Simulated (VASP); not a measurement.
# HgTe (F-43m) in VASP: notebook

Runs on HgTe. Level: PBEsol. Tasks: electric field gradients.

All numbers are computed with VASP 6.6.1; they aren't measurements. Logs are shortened: lines on timing, memory, paths and dates and some standing lists are left out, and cuts for length are marked.

## Step 1: The cell of the first run

Symmetry: F-43m, No. 216, cubic system. The conventional cell has a = 6.315 Å, b = 6.315 Å, c = 6.315 Å, α = 90.00°, β = 90.00°, γ = 90.00°. Hg (site symmetry -43m) has 4 Te at 2.73 Å within 3.6 Å. Within 3.6 Å of Te (site symmetry -43m) lie 4 Hg at 2.73 Å.

## Step 2: Electric field gradients, PBEsol (volume scaled by 0.94)

File INCAR:

```
ALGO = Normal
EDIFF = 1E-8
ENCUT = 520
GGA = PS
ISIF = 2
ISMEAR = -1
LASPH = True
LCHARG = False
LEFG = True
LREAL = False
LWAVE = False
NBANDS = 16
NELM = 60
PREC = Accurate
SIGMA = 0.05
```

File KPOINTS:

```
k-points
0
Gamma
  9 9 9
```

File POSCAR:

```
HgTe
1.0
    0.0000000000      3.1576958214      3.1576958214
    3.1576958214      0.0000000000      3.1576958214
    3.1576958214      3.1576958214      0.0000000000
Hg Te
1 1
Direct
    0.0000000000      0.0000000000      0.0000000000
    0.7500000000      0.7500000000      0.7500000000
```

Potentials or basis: VASP PAW PBE potentials, release 64 (Hg, Te).

The run is started by

```console
cat potpaw_PBE.64/Hg/POTCAR potpaw_PBE.64/Te/POTCAR > POTCAR
mpirun -np 1 vasp_std > vasp.out
```

OUTCAR:

```text
EDIFF = 1E-8
   ENCUT = 520
   GGA = PS
   ISIF = 2
   ISMEAR = -1
   LASPH = True
   LREAL = False
   NELM = 60
   PREC = Accurate

 ion  position               nearest neighbor table
   1  0.000  0.000  0.000-   2 2.73   2 2.73   2 2.73   2 2.73
   2  0.750  0.750  0.750-   1 2.73   1 2.73   1 2.73   1 2.73

  LATTYP: Found a face centered cubic cell.
 ALAT       =     6.3153916428

  Lattice vectors:

 A1 = (   0.0000000000,   3.1576958214,   3.1576958214)
 A2 = (   3.1576958214,   0.0000000000,   3.1576958214)
 A3 = (   3.1576958214,   3.1576958214,   0.0000000000)

Analysis of symmetry for initial positions (statically):
=====================================================================
 Subroutine PRICEL returns:
 Original cell was already a primitive cell.

 Routine SETGRP: Setting up the symmetry group for a
 face centered cubic supercell.

 Subroutine GETGRP returns: Found 24 space group operations
 (whereof 24 operations were pure point group operations)
 out of a pool of 48 trial point group operations.

The static configuration has the point symmetry T_d .

Analysis of symmetry for dynamics (positions and initial velocities):
=====================================================================
 Subroutine PRICEL returns:
 Original cell was already a primitive cell.

 Routine SETGRP: Setting up the symmetry group for a
 face centered cubic supercell.

 Subroutine GETGRP returns: Found 24 space group operations
 (whereof 24 operations were pure point group operations)
 out of a pool of 48 trial point group operations.

The dynamic configuration has the point symmetry T_d .

 Subroutine INISYM returns: Found 24 space group operations
 (whereof 24 operations are pure point group operations),
 and found     1 'primitive' translations

----------------------------------------------------------------------------------------

                                     Primitive cell

  volume of cell :      62.9710

  direct lattice vectors                    reciprocal lattice vectors
     0.000000000  3.157695821  3.157695821    -0.158343307  0.158343307  0.158343307
     3.157695821  0.000000000  3.157695821     0.158343307 -0.158343307  0.158343307
     3.157695821  3.157695821  0.000000000     0.158343307  0.158343307 -0.158343307

  length of vectors
     4.465656256  4.465656256  4.465656256     0.274258653  0.274258653  0.274258653

  position of ions in fractional coordinates (direct lattice)
     0.000000000  0.000000000  0.000000000
     0.750000000  0.750000000  0.750000000

  ion indices of the primitive-cell ions
   primitive index   ion index
                 1           1
                 2           2

----------------------------------------------------------------------------------------

 KPOINTS: k-points

Automatic generation of k-mesh.
 Grid dimensions read from file:
 generate k-points for:    9    9    9

 Generating k-lattice:

  Cartesian coordinates                     Fractional coordinates (reciprocal lattice)
    -0.017593701  0.017593701  0.017593701     0.111111111  0.000000000  0.000000000
     0.017593701 -0.017593701  0.017593701     0.000000000  0.111111111  0.000000000
     0.017593701  0.017593701 -0.017593701     0.000000000  0.000000000  0.111111111

  Length of vectors
     0.030473184  0.030473184  0.030473184

  Shift w.r.t. Gamma in fractional coordinates (k-lattice)
     0.000000000  0.000000000  0.000000000

 Subroutine IBZKPT returns following result:
 ===========================================

 Found     35 irreducible k-points:

 Following reciprocal coordinates:
            Coordinates               Weight
  0.000000  0.000000  0.000000      1.000000
  0.111111  0.000000  0.000000      8.000000
  0.222222  0.000000  0.000000      8.000000
  0.333333  0.000000  0.000000      8.000000
  0.444444  0.000000  0.000000      8.000000
  0.111111  0.111111  0.000000      6.000000
[... 16 lines left out ...]
 -0.333333  0.333333  0.000000     12.000000
  0.444444  0.444444  0.000000      6.000000
 [... further k-points ...]
   k-points           NKPTS =     35   k-points in BZ     NKDIM =     35   number of bands    NBANDS=     16
   number of dos      NEDOS =    301   number of ions     NIONS =      2
   total plane-waves  NPLWV =  46656
   dimension x,y,z NGX =    36 NGY =   36 NGZ =   36
   dimension x,y,z NGXF=    72 NGYF=   72 NGZF=   72
   ions per type =               1   1
   NGX,Y,Z   is equivalent  to a cutoff of  13.40, 13.40, 13.40 a.u.
   NGXF,Y,Z  is equivalent  to a cutoff of  26.80, 26.80, 26.80 a.u.
 SYSTEM =  unknown system
   PREC   = accura    normal or accurate (medium, high low for compatibility)
   ISTART =      0    job   : 0-new  1-cont  2-samecut
   ICHARG =      2    charge: 1-file 2-atom 10-const
   ISPIN  =      1    spin polarized calculation?
   LNONCOLLINEAR =      F non collinear calculations
   LSORBIT =      F    spin-orbit coupling
   LASPH  =      T    aspherical Exc in radial PAW
   ENCUT  =  520.0 eV  38.22 Ry    6.18 a.u.   8.30  8.30  8.30*2*pi/ulx,y,z
   NELM   =     60;   NELMIN=  2; NELMDL= -5     # of ELM steps
   EDIFF  = 0.1E-07   stopping-criterion for ELM
   LREAL  =      F    real-space projection
   EDIFFG = 0.1E-06   stopping-criterion for IOM
   NSW    =      0    number of steps for IOM
   IBRION =     -1    ionic relax: 0-MD 1-quasi-New 2-CG
   NFREE  =      0    steps in history (QN), initial steepest desc. (CG)
   ISIF   =      2    stress and relaxation
   ISYM   =      2    0-nonsym 1-usesym 2-fastsym
   POTIM  = 0.5000    time-step for ionic-motion
   TEBEG  =    0.0;   TEEND  =   0.0 temperature during run
   PSTRESS=    0.0 pullay stress
   NELECT =      18.0000    total number of electrons
   NUPDOWN=      -1.0000    fix difference up-down
   EMIN   =  10.00;   EMAX   =-10.00  energy-range for DOS
   EFERMI =   0.00;   METHOD = LEGACY
   ISMEAR =    -1;   SIGMA  =   0.05  broadening in eV -4-tet -1-fermi 0-gaus
   EFERMI_NEDOS =   21; number of points for ismear=-14 and -15
   IALGO  =     38    algorithm
   IMIX   =      4    mixing-type and parameters
     AMIX     =   0.40;   BMIX     =  1.00
     AMIX_MAG =   1.60;   BMIX_MAG =  1.00
  volume/ion in A,a.u.               =      31.49       212.47
  Fermi-wavevector in a.u.,A,eV,Ry     =   1.078414  2.037906 15.823249  1.162976
  Thomas-Fermi vector in A             =   2.214352
   LORBIT       =      0    0 simple, 1 ext, 2 COOP (PROOUT), +10 PAW based schemes
   GGA     = PS    functional components
   LHFCALC =     F    Hartree Fock is set to
   AEXX    =    0.0000 exact exchange contribution
   IVDW    =     0    specifies the selected vdW correction
   LEPSILON=     F    determine dielectric tensor
   LRPA    =     F    only Hartree local field effects (RPA)
 non-spin polarized calculation
  energy-cutoff  :      520.00
  volume of cell :       62.97
 maximum number of plane-waves:      1719
 NGX is ok and might be reduce to    36
   NGX = 17   NGY = 17   NGZ = 17

 number of electron      18.0000000 magnetization

 Free energy of the ion-electron system (eV)
  ---------------------------------------------------
  ext. energy  EPLUGINS =         0.00000000
  ---------------------------------------------------
  free energy    TOTEN  =        -4.28718181 eV

  energy without entropy =       -4.28676585  energy(sigma->0) =       -4.28697383

 E-fermi :   3.7815     XC(G=0):  -9.2596

 val. band max:        3.7279994950   @ k =   0.0000   0.0000   0.0000
 cond. band min:       4.3733361092   @ k =   0.1111   0.0000   0.0000
 fundamental gap:      0.6453366142
 Fermi energy:         3.7814662371

 k-point     1 :       0.0000    0.0000    0.0000
  band No.  band energies     occupation
      1      -8.8348      2.00000
      2      -4.0613      2.00000
      3      -4.0613      2.00000
      4      -4.0613      2.00000
      5      -3.4363      2.00000
      6      -3.4363      2.00000
[... 8 lines left out ...]
     15      13.3659      0.00000
     16      13.3659      0.00000

 k-point     2 :       0.1111    0.0000    0.0000
  band No.  band energies     occupation
      1      -8.7636      2.00000
      2      -4.0424      2.00000
      3      -4.0412      2.00000
      4      -4.0412      2.00000
      5      -3.4388      2.00000
      6      -3.4388      2.00000
[... 8 lines left out ...]
     15      12.4758      0.00000
     16      12.4758      0.00000
[... 387 lines left out ...]
      5      -3.4291      2.00000
      6      -2.9648      2.00000
[... 8 lines left out ...]
     15      12.7676      0.00000
     16      15.5409      0.00000

 k-point    24 :       0.4444    0.4444    0.0000
  band No.  band energies     occupation
      1      -7.9590      2.00000
      2      -3.9123      2.00000
      3      -3.6709      2.00000
      4      -3.6709      2.00000
      5      -3.3645      2.00000
      6      -3.0535      2.00000
[... 8 lines left out ...]
     15      13.9982      0.00000
     16      15.6591      0.00000

 [... further k-points ...]
[... 5 lines left out ...]
  --------------------------------------------------------------------------------------
  -------------------------------------------------------------------------------------
  Total        1.9721002      1.9721002      1.9721002     -0.0000000     -0.0000000     -0.0000000
  in kB       50.1763059     50.1763059     50.1763059     -0.0000000     -0.0000000     -0.0000000
  external PRESSURE =      50.1763059 kB  Pullay stress =       0.0000000 kB

 VOLUME and BASIS-vectors are now :
 -----------------------------------------------------------------------------
  energy-cutoff  :      520.00
  volume of cell :       62.97
      direct lattice vectors                 reciprocal lattice vectors
     0.000000000  3.157695821  3.157695821    -0.158343307  0.158343307  0.158343307
     3.157695821  0.000000000  3.157695821     0.158343307 -0.158343307  0.158343307
     3.157695821  3.157695821  0.000000000     0.158343307  0.158343307 -0.158343307

 POSITION                                       TOTAL-FORCE (eV/Angst)
 -----------------------------------------------------------------------------------
      0.00000      0.00000      0.00000         0.000000      0.000000     -0.000000
      4.73654      4.73654      4.73654        -0.000000     -0.000000      0.000000
 -----------------------------------------------------------------------------------
    total drift:                                0.000000      0.000000      0.000000

  FREE ENERGIE OF THE ION-ELECTRON SYSTEM (eV)
  ---------------------------------------------------
  free  energy   TOTEN  =        -4.2871818088 eV

  energy  without entropy=       -4.2867658496  energy(sigma->0) =       -4.28697383

 Electric field gradients (V/A^2)
---------------------------------------------------------------------
 ion       V_xx      V_yy      V_zz      V_xy      V_xz      V_yz
---------------------------------------------------------------------
   1      -0.000    -0.000    -0.000    -0.001    -0.001    -0.001
   2       0.000     0.000    -0.000     0.000     0.000     0.000
---------------------------------------------------------------------

 Electric field gradients after diagonalization (V/A^2)
 (convention: |V_zz| > |V_xx| > |V_yy|)
----------------------------------------------------------------------
 ion       V_xx      V_yy      V_zz     asymmetry (V_yy - V_xx)/ V_zz
----------------------------------------------------------------------
   1       0.001     0.001    -0.001       0.000
   2      -0.000    -0.000     0.000       0.000
----------------------------------------------------------------------

           NMR quadrupolar parameters

 Cq : quadrupolar parameter    Cq=e*Q*V_zz/h
 eta: asymmetry parameters     (V_yy - V_xx)/ V_zz
 Q  : nuclear electric quadrupole moment in mb (millibarn)
----------------------------------------------------------------------
 ion       Cq(MHz)       eta       Q (mb)
----------------------------------------------------------------------
   1      -0.000       0.000       1.000
   2       0.000       0.000       1.000
----------------------------------------------------------------------
```

It took 17 s on 1 thread of Intel Xeon 6975P-C (Granite Rapids), shared host; peak memory 0.21 GiB.

Results:

- Free energy: -4.2872 eV
- Pressure: 5.0 GPa
- Band gap on the k mesh: zero (filled and empty bands touch)

Caveat: without QUAD_EFG the Cq values of the log hold for a quadrupole moment of 1 mb, not for the nuclei; the PAW data sets were made with another functional, which shifts forces and pressure a little; spin-orbit coupling is left out, which moves the levels of the heavy elements.

(Part 1 of 2 ends here.)
